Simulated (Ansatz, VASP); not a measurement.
Two plane-wave programs on AlO2

The input INCAR:

```
SYSTEM = AlO2
  PREC = Accurate
  ENCUT = 910
  EDIFF = 1E-7
  ISMEAR = 0
  SIGMA = 0.1
  LREAL = .FALSE.
  LASPH = .TRUE.
  NELM = 120
  ALGO = Normal
  ISIF = 3
  LWAVE = .FALSE.
  LCHARG = .FALSE.
  GGA = PE
  IBRION = 2
  NSW = 90
  EDIFFG = -0.04
  GGA_COMPAT = .FALSE.
  NELMIN = 4
```

The input KPOINTS:

```
Automatic mesh
0
G
  4 4 4
  0 0 0
```

Contents of POSCAR:

```
AlO2
1.0
    4.1457144700      0.0000000000      0.0000000000
    0.0000000000      4.1457144700      0.0000000000
    0.0000000000      0.0000000000      3.7484699800
Al O
2 4
Direct
    0.0000000000      0.5000000000      0.0000000000
    0.5000000000      0.0000000000      0.0000000000
    0.2379686900      0.7379686900      0.0000000000
    0.7620313100      0.2620313100      0.0000000000
    0.7379686900      0.7620313100      0.0000000000
    0.2620313100      0.2379686900      0.0000000000
```

Input for Ansatz:

```yaml
crystal:
  lattice:
    - [4.14571447, 0.0, 0.0]
    - [0.0, 4.14571447, 0.0]
    - [0.0, 0.0, 3.74846998]
  atoms:
    - { symbol: Al, position: [0.0, 0.5, 0.0] }
    - { symbol: Al, position: [0.5, 0.0, 0.0] }
    - { symbol: O, position: [0.23796869, 0.73796869, 0.0] }
    - { symbol: O, position: [0.76203131, 0.26203131, 0.0] }
    - { symbol: O, position: [0.73796869, 0.76203131, 0.0] }
    - { symbol: O, position: [0.26203131, 0.23796869, 0.0] }
basis:
  ecutwfc: 420
kpoints:
  mp_grid: { grid: [4, 4, 4] }
hamiltonian:
  xc: pbe
scf:
  occupations: { method: gaussian, width: 0.1 }
  lower_state_search: "off"
output:
  forces: true
  stress: true
  eigenvalues: true
relax:
  adjacent_minimum: "off"
  f_tol: 0.04
  max_steps: 70
  cell: { stress_tol: 0.4 }
```

Alike in both runs: task relaxation of cell and atoms; functional PBE; k mesh 4 × 4 × 4; occupations gaussian, width 0.1 eV; no spin polarisation.

```csv
,VASP,Ansatz
version,VASP 6.6.1,Ansatz 0.2.0
potentials or method,"VASP PAW PBE potentials, release 64 (Al, O_h), cutoff 910 eV","scalar-relativistic, plane waves, PAW"
valence electrons in the cell,30,30
```

|  | VASP | Ansatz | Ansatz less VASP |
| --- | --- | --- | --- |
| gap on the k mesh at the Fermi level, each at its own relaxed structure (eV) | none | none | - |
| relaxed volume (Å³/atom) | 14.73 | 19.13 | +4.398 |
| relaxed cell length with the largest relative difference (Å) | 3.703 | 4.634 | +0.9309 |

A gap of «none» marks a metal or a gap that the smearing closes. One of these differences is far larger than is usual between the two programs; its cause wasn't traced.

The k mesh is coarse, so the values compare programs but aren't converged. Noted on VASP's run: the cutoff is short for stress, so the pressure is rough; the volume moved by over 15 % at a fixed basis, so the end points are rough.
